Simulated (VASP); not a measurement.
A run of VASP 6.6.1 is set up as follows.

INCAR

```
SYSTEM = Se
  ALGO = Normal
  EDIFF = 1E-6
  ENCUT = 500
  GGA = PS
  GGA_COMPAT = .FALSE.
  ISIF = 2
  ISMEAR = 0
  LASPH = .TRUE.
  LCHARG = .FALSE.
  LREAL = .FALSE.
  LWAVE = .FALSE.
  NBANDS = 16
  NELM = 120
  PREC = Accurate
  SIGMA = 0.02
```

The input KPOINTS:

```
k-points
0
G
  12 12 8
  0 0 0
```

The input POSCAR:

```
Se
1.0
    4.0182766122      0.0000000000      0.0000000000
   -2.0091383061      3.4799296256      0.0000000000
    0.0000000000      0.0000000000      5.2238937056
Se
3
Direct
    0.2487357190      0.0000000000      0.1666666667
    0.0000000000      0.2487357190      0.8333333333
    0.7512642810      0.7512642810      0.5000000000
```

Potentials or basis: VASP PAW PBE potentials, release 64 (Se).

The run is started by

```sh
$ cat potpaw_PBE.64/Se/POTCAR > POTCAR
$ mpirun -np 1 vasp_std > vasp.out
```

Question: Estimate the band gap on the k mesh.

Answer: 0.26 eV.

Question: What does it give for the pressure?

Answer: -1.0 GPa.

Question: What does it give for the largest force?

Answer: 0.055 eV/Å.

Forces on the atoms (eV/Å):
```
Se  -0.055  0.000  0.000
Se   0.028 -0.048  0.000
Se   0.028  0.048  0.000
```

Caveat: the cell differs from its parent crystal (uniaxial strain along c: +2.0 %); the PAW data sets were made with another functional, which shifts forces and pressure a little. A k mesh can miss the band edges.
